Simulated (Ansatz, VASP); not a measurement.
Two plane-wave programs on Be

```
Be
1.0
     0.00000    1.59142    1.59142
     1.59142    0.00000    1.59142
     1.59142    1.59142    0.00000
Be
1
Cartesian
  0.0000 0.0000 0.0000
```

Alike in both runs: functional revPBE; k mesh 17 × 17 × 17; occupations fermi-dirac, width 0.1 eV; no spin polarisation.

Ansatz relaxed the structure, and its values are those at the end. VASP's run is a single point on that final structure, the one shown.

|  | VASP | Ansatz |
| --- | --- | --- |
| version | VASP 6.6.1 | Ansatz 0.2.0 |
| potentials or method | VASP PAW PBE potentials, release 64 (Be), cutoff 520 eV | plane waves (420 eV) with PAW, scalar-relativistic |
| valence electrons in the cell | 2 | 2 |

```csv
,VASP,Ansatz,Ansatz less VASP
pressure (GPa),0.0,0.0,-0.04
```

VASP's potentials were made for PBE, not for revPBE. With one functional, cell and mesh, what is left measures potentials, basis and numerics.
